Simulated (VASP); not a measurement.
# K2HfSe3 (P4/mmm) in VASP: notebook, part 2 of 2

VASP 6.6.1. Earlier steps stand in the parts before.

## 3. Relaxation of cell and atoms, PBE

This run uses another cell than the first one, of 29.56 Å³/atom.

INCAR

```
SYSTEM = K2HfSe3
  PREC = Accurate
  ENCUT = 600
  EDIFF = 1E-6
  ISMEAR = 0
  SIGMA = 0.1
  LREAL = .False.
  LASPH = .True.
  NELM = 100
  ALGO = Normal
  ISIF = 3
  LWAVE = .False.
  LCHARG = .False.
  GGA = PE
  IBRION = 2
  NSW = 90
  EDIFFG = -0.04
```

KPOINTS

```
Automatic mesh
0
Gamma
  4 4 4
  0 0 0
```

POSCAR

```
K2HfSe3
1.0
    4.9539475500      0.0000000000      0.0000000000
    0.0000000000      4.9539475500      0.0000000000
    0.0000000000      0.0000000000      7.2269691400
K Hf Se
2 1 3
Direct
    0.5000000000      0.5000000000      0.0000000000
    0.5000000000      0.5000000000      0.5000000000
    0.0000000000      0.0000000000      0.0000000000
    0.5000000000      0.0000000000      0.0000000000
    0.0000000000      0.5000000000      0.0000000000
    0.0000000000      0.0000000000      0.5000000000
```

Potentials or basis: VASP PAW PBE potentials, release 64 (K_sv, Hf_pv, Se).

The run is started by

```bash
cat potpaw_PBE.64/K_sv/POTCAR potpaw_PBE.64/Hf_pv/POTCAR potpaw_PBE.64/Se/POTCAR > POTCAR
mpirun -np 1 vasp_std > vasp.out
```

OUTCAR:

```text
SYSTEM = K2HfSe3
   PREC = Accurate
   ENCUT = 600
   EDIFF = 1E-6
   ISMEAR = 0
   LREAL = .False.
   LASPH = .True.
   NELM = 100
   ISIF = 3
   GGA = PE
   IBRION = 2
   NSW = 90
   EDIFFG = -0.04

 ion  position               nearest neighbor table
   1  0.500  0.500  0.000-   4 2.48   5 2.48   4 2.48   5 2.48   3 3.50   3 3.50   3 3.50   3 3.50
                             2 3.61   2 3.61
   2  0.500  0.500  0.500-   1 3.61   1 3.61
   3  0.000  0.000  0.000-   4 2.48   5 2.48   5 2.48   4 2.48   1 3.50   1 3.50   1 3.50   1 3.50

   4  0.500  0.000  0.000-   1 2.48   3 2.48   1 2.48   3 2.48
   5  0.000  0.500  0.000-   1 2.48   3 2.48   3 2.48   1 2.48
   6  0.000  0.000  0.500-

  LATTYP: Found a simple tetragonal cell.
 ALAT       =     4.9539475500
 C/A-ratio  =     1.4588303705

  Lattice vectors:

 A1 = (   4.9539475500,   0.0000000000,   0.0000000000)
 A2 = (   0.0000000000,   4.9539475500,   0.0000000000)
 A3 = (   0.0000000000,   0.0000000000,   7.2269691400)

Analysis of symmetry for initial positions (statically):
=====================================================================
 Subroutine PRICEL returns:
 Original cell was already a primitive cell.

 Routine SETGRP: Setting up the symmetry group for a
 simple tetragonal supercell.

 Subroutine GETGRP returns: Found 16 space group operations
 (whereof 16 operations were pure point group operations)
 out of a pool of 16 trial point group operations.

The static configuration has the point symmetry D_4h.

Analysis of symmetry for dynamics (positions and initial velocities):
=====================================================================
 Subroutine PRICEL returns:
 Original cell was already a primitive cell.

 Routine SETGRP: Setting up the symmetry group for a
 simple tetragonal supercell.

 Subroutine GETGRP returns: Found 16 space group operations
 (whereof 16 operations were pure point group operations)
 out of a pool of 16 trial point group operations.

The dynamic configuration has the point symmetry D_4h.

 Subroutine INISYM returns: Found 16 space group operations
 (whereof 16 operations are pure point group operations),
 and found     1 'primitive' translations

----------------------------------------------------------------------------------------

                                     Primitive cell

  volume of cell :     177.3614

  direct lattice vectors                    reciprocal lattice vectors
     4.953947550  0.000000000  0.000000000     0.201859222  0.000000000  0.000000000
     0.000000000  4.953947550  0.000000000     0.000000000  0.201859222  0.000000000
     0.000000000  0.000000000  7.226969140     0.000000000  0.000000000  0.138370592

  length of vectors
     4.953947550  4.953947550  7.226969140     0.201859222  0.201859222  0.138370592

  position of ions in fractional coordinates (direct lattice)
     0.500000000  0.500000000  0.000000000
     0.500000000  0.500000000  0.500000000
     0.000000000  0.000000000  0.000000000
     0.500000000  0.000000000  0.000000000
     0.000000000  0.500000000  0.000000000
     0.000000000  0.000000000  0.500000000
[... 33 lines left out ...]

 Found     18 irreducible k-points:

 Following reciprocal coordinates:
            Coordinates               Weight
  0.000000  0.000000  0.000000      1.000000
  0.250000  0.000000  0.000000      4.000000
  0.500000  0.000000  0.000000      2.000000
  0.250000  0.250000  0.000000      4.000000
  0.500000  0.250000  0.000000      4.000000
  0.500000  0.500000  0.000000      1.000000
[... 10 lines left out ...]
  0.500000  0.250000  0.500000      4.000000
  0.500000  0.500000  0.500000      1.000000
   k-points           NKPTS =     18   k-points in BZ     NKDIM =     18   number of bands    NBANDS=     27
   number of dos      NEDOS =    301   number of ions     NIONS =      6
   total plane-waves  NPLWV =  96000
   dimension x,y,z NGX =    40 NGY =   40 NGZ =   60
   dimension x,y,z NGXF=    80 NGYF=   80 NGZF=  120
   ions per type =               2   1   3
   NGX,Y,Z   is equivalent  to a cutoff of  13.42, 13.42, 13.80 a.u.
   NGXF,Y,Z  is equivalent  to a cutoff of  26.85, 26.85, 27.60 a.u.
 SYSTEM =  K2HfSe3
   PREC   = accura    normal or accurate (medium, high low for compatibility)
   ISTART =      0    job   : 0-new  1-cont  2-samecut
   ICHARG =      2    charge: 1-file 2-atom 10-const
   ISPIN  =      1    spin polarized calculation?
   LNONCOLLINEAR =      F non collinear calculations
   LSORBIT =      F    spin-orbit coupling
   LASPH  =      T    aspherical Exc in radial PAW
   ENCUT  =  600.0 eV  44.10 Ry    6.64 a.u.   9.89  9.89 14.43*2*pi/ulx,y,z
   NELM   =    100;   NELMIN=  2; NELMDL= -5     # of ELM steps
   EDIFF  = 0.1E-05   stopping-criterion for ELM
   LREAL  =      F    real-space projection
   EDIFFG = -.4E-01   stopping-criterion for IOM
   NSW    =     90    number of steps for IOM
   IBRION =      2    ionic relax: 0-MD 1-quasi-New 2-CG
   NFREE  =      1    steps in history (QN), initial steepest desc. (CG)
   ISIF   =      3    stress and relaxation
   ISYM   =      2    0-nonsym 1-usesym 2-fastsym
   POTIM  = 0.5000    time-step for ionic-motion
   TEBEG  =    0.0;   TEEND  =   0.0 temperature during run
   PSTRESS=    0.0 pullay stress
   NELECT =      46.0000    total number of electrons
   NUPDOWN=      -1.0000    fix difference up-down
   EMIN   =  10.00;   EMAX   =-10.00  energy-range for DOS
   EFERMI =   0.00;   METHOD = LEGACY
   ISMEAR =     0;   SIGMA  =   0.10  broadening in eV -4-tet -1-fermi 0-gaus
   EFERMI_NEDOS =   21; number of points for ismear=-14 and -15
   IALGO  =     38    algorithm
   IMIX   =      4    mixing-type and parameters
     AMIX     =   0.40;   BMIX     =  1.00
     AMIX_MAG =   1.60;   BMIX_MAG =  1.00
  volume/ion in A,a.u.               =      29.56       199.48
  Fermi-wavevector in a.u.,A,eV,Ry     =   1.044017  1.972907 14.829976  1.089973
  Thomas-Fermi vector in A             =   2.178752
   LORBIT       =      0    0 simple, 1 ext, 2 COOP (PROOUT), +10 PAW based schemes
   GGA     = PE    functional components
   LHFCALC =     F    Hartree Fock is set to
   AEXX    =    0.0000 exact exchange contribution
   IVDW    =     0    specifies the selected vdW correction
   LEPSILON=     F    determine dielectric tensor
   LRPA    =     F    only Hartree local field effects (RPA)
 conjugate gradient relaxation of ions
 non-spin polarized calculation
 Gauss-broadening in eV      SIGMA  =   0.10
  energy-cutoff  :      600.00
  volume of cell :      177.36
 maximum number of plane-waves:      5946
 NGX is ok and might be reduce to    40
   NGX = 19   NGY = 19   NGZ = 29

--------------------------------------- Ionic step        1  -------------------------------------------

 number of electron      45.9999998 magnetization

 Free energy of the ion-electron system (eV)
  ---------------------------------------------------
  ext. energy  EPLUGINS =         0.00000000
  ---------------------------------------------------
  free energy    TOTEN  =       -23.60504228 eV

  energy without entropy =      -23.59508788  energy(sigma->0) =      -23.60006508

------------------------ aborting loop because EDIFF is reached ----------------------------------------

  FORCE on cell =-STRESS in cart. coord.  units (eV):
  Direction    XX          YY          ZZ          XY          YZ          ZX
  --------------------------------------------------------------------------------------
  -------------------------------------------------------------------------------------
  Total       24.1628651     24.1628651     -6.1901852      0.0000000      0.0000000      0.0000000
  in kB      218.2729926    218.2729926    -55.9184619      0.0000000      0.0000000      0.0000000
  external PRESSURE =     126.8758411 kB  Pullay stress =       0.0000000 kB
[... 101 lines left out ...]
  FREE ENERGIE OF THE ION-ELECTRON SYSTEM (eV)
  ---------------------------------------------------
  free  energy   TOTEN  =       -26.0737126004 eV

  energy  without entropy=      -26.0628645563  energy(sigma->0) =      -26.06828858

[... ionic steps 4 to 7 ...]

--------------------------------------- Ionic step        8  -------------------------------------------

 number of electron      45.9999995 magnetization

------------------------ aborting loop because EDIFF is reached ----------------------------------------
[... 75 lines left out ...]
--------------------------------------- Ionic step       10  -------------------------------------------

 number of electron      45.9999991 magnetization

 Free energy of the ion-electron system (eV)
  ---------------------------------------------------
  ext. energy  EPLUGINS =         0.00000000
  ---------------------------------------------------
  free energy    TOTEN  =       -27.28797708 eV

  energy without entropy =      -27.28158014  energy(sigma->0) =      -27.28477861

 E-fermi :   2.0116     XC(G=0):  -8.5793

 val. band max:        1.9518870452   @ k =   0.5000   0.0000   0.5000
 cond. band min:       2.0318944390   @ k =   0.0000   0.0000   0.0000
 fundamental gap:      0.0800073938
 Fermi energy:         2.0115744512

 k-point     1 :       0.0000    0.0000    0.0000
  band No.  band energies     occupation
      1     -30.2515      2.00000
      2     -30.2515      2.00000
      3     -30.1917      2.00000
      4     -29.7021      2.00000
      5     -28.2853      2.00000
      6     -14.0801      2.00000
[... 562 lines left out ...]
  FREE ENERGIE OF THE ION-ELECTRON SYSTEM (eV)
  ---------------------------------------------------
  free  energy   TOTEN  =       -27.2879770805 eV

  energy  without entropy=      -27.2815801382  energy(sigma->0) =      -27.28477861

 reached required accuracy - stopping structural energy minimisation
```

Wall time 12 min (1 thread of Intel Xeon Platinum 8559C (Emerald Rapids), shared host); peak memory 0.38 GiB.

What came out:

```
Free energy                           : -27.2880 eV
Relaxed volume                        : 29.16 Å³/atom
Relaxed cell                          : a = 5.608 Å, b = 5.608 Å, c = 5.563 Å, α = 90.00°, β = 90.00°, γ = 90.00°
Space group after relaxing (to 0.1 Å) : P4/mmm (No. 123)
Energy gained by relaxing             : 613.8 meV/atom
Ionic steps                           : 10
Pressure after relaxing               : 0.1 GPa
Band gap on the k mesh                : 0.08 eV (least direct gap 0.64 eV)
```

Stress tensor (GPa, compression positive):
```
0.06 0.00 0.00
0.00 0.06 0.00
0.00 0.00 0.21
```

The path:
| step | energy change (eV) | largest force (eV/Å) | pressure (GPa) | volume (Å³) |
| --- | --- | --- | --- | --- |
| 1 | 0.0000 | 0.0000 | 12.69 | 177.36 |
| 2 | -1.9475 | 0.0000 | -5.72 | 240.38 |
| 3 | -2.4687 | 0.0000 | -2.28 | 214.84 |
| 4 | -2.8928 | 0.0000 | -2.19 | 203.21 |
| 5 | -3.6267 | 0.0000 | 2.07 | 167.94 |
| 6 | -3.6224 | 0.0000 | -0.41 | 178.97 |
| 7 | -3.6723 | 0.0000 | 0.52 | 173.90 |
| 8 | -3.6737 | 0.0000 | 0.74 | 172.90 |
| 9 | -3.6797 | 0.0000 | -0.24 | 176.19 |
| 10 | -3.6829 | 0.0000 | 0.11 | 174.95 |

Final structure:
```
K Hf Se
1.0
     5.60806    0.00000    0.00000
     0.00000    5.60806    0.00000
     0.00000    0.00000    5.56281
K Hf Se
2 1 3
Direct
  0.50000 0.50000 0.00000
  0.50000 0.50000 0.50000
  0.00000 0.00000 0.00000
  0.50000 0.00000 0.00000
  0.00000 0.50000 0.00000
  0.00000 0.00000 0.50000
```

Levels at points of the mesh, in eV from the valence-band top:
| k point | band 19 | band 20 | band 21 | band 22 | band 23 | band 24 | band 25 | band 26 | band 27 |
| --- | --- | --- | --- | --- | --- | --- | --- | --- | --- |
| (0.00, 0.00, 0.00) | -0.87 | -0.87 | -0.57 | -0.56 | -0.56 | 0.08 | 0.49 | 0.49 | 1.71 |
| (0.50, 0.00, 0.00) | -2.09 | -1.89 | -1.29 | -0.90 | -0.61 | 0.60 | 1.80 | 1.97 | 2.10 |
| (0.50, 0.50, 0.00) | -2.25 | -2.11 | -1.57 | -1.33 | -1.33 | 2.08 | 2.08 | 2.10 | 2.46 |
| (0.00, 0.00, 0.50) | -1.82 | -1.82 | -1.44 | -0.85 | -0.85 | 0.13 | 1.75 | 1.75 | 2.29 |
| (0.50, 0.00, 0.50) | -2.36 | -1.89 | -1.86 | -1.82 | 0.00 | 1.81 | 1.97 | 2.30 | 2.51 |
| (0.50, 0.50, 0.50) | -3.11 | -3.11 | -1.54 | -0.04 | -0.04 | 2.50 | 2.60 | 2.60 | 3.15 |

Caveat: semilocal functionals underestimate gaps, and a narrow one can read as zero; a cell axis changed by over 15 % at a fixed basis, so the end point is rough; spin-orbit coupling is left out, which moves the levels of the heavy elements.
